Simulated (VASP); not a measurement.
ZnCu:

```xyz
2
Lattice="2.9450 0.0000 0.0000 0.0000 2.9450 0.0000 0.0000 0.0000 2.9450" Properties=species:S:1:pos:R:3 pbc="T T T"
Zn    1.4725    1.4725    1.4725
Cu    0.0000    0.0000    0.0000
```

Base run:

- Program: VASP 6.6.1
- Functional: PBE
- Potentials or basis: VASP PAW PBE potentials, release 64 (Zn, Cu)
- Cutoff: 520 eV
- k mesh: 10 × 10 × 10
- Occupations: fermi-dirac, width 0.05 eV
- Spin: collinear spin
- Starting moments: [0.0, 0.7] μB

Its results: pressure 2.9 GPa.

After a change of settings the same cell gave: pressure 6.4 GPa; site moments Zn +0.20; Cu +0.33 μB. Which change was it?
A. moments at the start from [0.0, 0.7] to [0.0, 1.2]; fixed moment from none to 1.2 μB
B. moments at the start from [0.0, 0.7] to [0.0, 0.5]; fixed moment from none to 0.5 μB
C. moments at the start from [0.0, 0.7] to [0.0, 0.8]; fixed moment from none to 0.8 μB

C.

Caveats: the cell stands under pressure (at least some runs); the total moment is fixed, so each spin has its own Fermi level and the state may be an excited one (at least some runs).
